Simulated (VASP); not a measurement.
Runs of VASP 6.6.1 on AlSi2Cl. The structure is that of space group P-6m2 (No. 187), or close to it. The cells are those of the table. 

| task | cell | k mesh | cutoff (eV) | gap on the mesh (eV) | pressure (GPa) | relaxed volume (Å³/atom) | largest force (eV/Å) |
| --- | --- | --- | --- | --- | --- | --- | --- |
| relaxation of cell and atoms | relaxed from a = 3.803, b = 3.803, c = 4.990 Å, angles 90.0, 90.0, 120.0°, 4 atoms | 6 × 6 × 4 | 600 | none | 0.1 | 19.97 | 0.03 |
| single point | a = 4.278, b = 4.278, c = 5.032 Å, angles 90.0, 90.0, 120.0°, 4 atoms | 6 × 6 × 4 | 520 | none | (a) | - | 0.01 |
| relaxation of cell and atoms | relaxed from a = 4.278, b = 4.278, c = 5.032 Å, angles 90.0, 90.0, 120.0°, 4 atoms | 12 × 12 × 10 | 600 | none | 0.0 | 20.02 | 0.01 |
| single point | a = 4.303, b = 4.303, c = 4.996 Å, angles 90.0, 90.0, 120.0°, 4 atoms | 12 × 12 × 10 | 520 | none | 0.0 | - | - |

Alike in all rows: level PBE; potentials or basis VASP PAW PBE potentials, release 64 (Al, Si, Cl); no spin polarisation; smearing gaussian 0.1 eV.

**Question.** Estimate the missing entries.

**Answer.** (a) 0.2.

Caveats: the volume moved by over 15 % at a fixed basis, so the end points are rough (some runs).

A gap of «none» marks levels without a gap at the run's occupations.
